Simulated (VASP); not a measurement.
The system is Pb.

```
Pb
1.0
     0.00000    2.47525    2.47525
     2.47525    0.00000    2.47525
     2.47525    2.47525    0.00000
Pb
1
Cartesian
  0.0000 0.0000 0.0000
```

| Quantity | Value |
| --- | --- |
| Program | VASP 6.6.1 |
| Task | relaxation of cell and atoms |
| Functional | PBE |
| Potentials or basis | VASP PAW PBE potentials, release 64 (Pb_d) |
| Cutoff | 600 eV |
| k mesh | 11 × 11 × 11 |
| Occupations | fermi-dirac, width 0.1 eV |
| Spin | no spin polarisation |

At the start: pressure 2.3 GPa; volume 30.33 Å³/atom.

Problem. Where does the relaxation end?

Solution. Over 3 steps the energy falls by 10.5 meV/atom and the volume is 31.90 Å³/atom (+5.2 %); space group Fm-3m (No. 225, to 0.05 Å).

Step by step:
```
step  energy change (eV)  largest force (eV/Å)  pressure (GPa)  volume (Å³)
   1              0.0000                0.0000            2.25        30.33
   2             -0.0101                0.0000           -0.41        32.24
   3             -0.0105                0.0000            0.00        31.90
```

Final structure:
```xyz
1
Lattice="0.0000 2.5171 2.5171 2.5171 0.0000 2.5171 2.5171 2.5171 0.0000" Properties=species:S:1:pos:R:3 pbc="T T T"
Pb    0.0000    0.0000    0.0000
```
